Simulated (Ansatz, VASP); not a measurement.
Two plane-wave programs on SiC

File INCAR:

```
ALGO     = Normal         # electronic algorithm
EDIFF    = 1E-6           # SCF threshold, eV
ENCUT    = 520            # plane-wave cutoff, eV
GGA      = PE             # functional
ISIF     = 2              # what is computed and relaxed
ISMEAR   = 0              # smearing method
LASPH    = True           # aspherical terms in the spheres
LCHARG   = True           # write CHGCAR
LELF     = True           # ELF
LREAL    = False          # projectors in reciprocal space
LVHAR    = True         
LWAVE    = False          # write WAVECAR
NBANDS   = 11             # bands
NELM     = 60             # most SCF steps
PREC     = Accurate       # precision mode
SIGMA    = 0.05           # smearing width, eV
```

Contents of KPOINTS:

```
k-points
0
Gamma
  18 18 18
```

File POSCAR:

```
SiC
1.0
    0.0000000000      2.0662021643      2.0662021643
    2.0662021643      0.0000000000      2.0662021643
    2.0662021643      2.0662021643      0.0000000000
Si C
1 1
Direct
    0.0000000000      0.0000000000      0.0000000000
    0.2500000000      0.2500000000      0.2500000000
```

Input for Ansatz:

```yaml
crystal:
  lattice:
    - [0.0, 2.0662021643, 2.0662021643]
    - [2.0662021643, 0.0, 2.0662021643]
    - [2.0662021643, 2.0662021643, 0.0]
  atoms:
    - { symbol: Si, position: [0.0, 0.0, 0.0] }
    - { symbol: C, position: [0.25, 0.25, 0.25] }
basis:
  ecutwfc: 420
  ecutrho_ratio: 4
kpoints:
  mp_grid: { grid: [18, 18, 18] }
hamiltonian:
  xc: pbe
scf:
  occupations: { method: gaussian, width: 0.05 }
output:
  forces: true
  stress: true
  eigenvalues: true
```

Alike in both runs: task single point; functional PBE; k mesh 18 × 18 × 18; occupations gaussian, width 0.05 eV; no spin polarisation.

|  | VASP | Ansatz |
| --- | --- | --- |
| version | VASP 6.6.1 | Ansatz 0.2.0 |
| potentials or method | VASP PAW PBE potentials, release 64 (Si, C), cutoff 520 eV | scalar-relativistic, plane waves, PAW |
| valence electrons in the cell | 8 | 8 |

```tsv
	VASP	Ansatz	Ansatz less VASP
gap on the k mesh at the Fermi level (eV)	1.19	1.20	+0.004
least direct gap on the mesh (eV)	4.68	4.69	+0.010
```

The functional is the same, so the differences come from potentials, cutoffs and numerics.
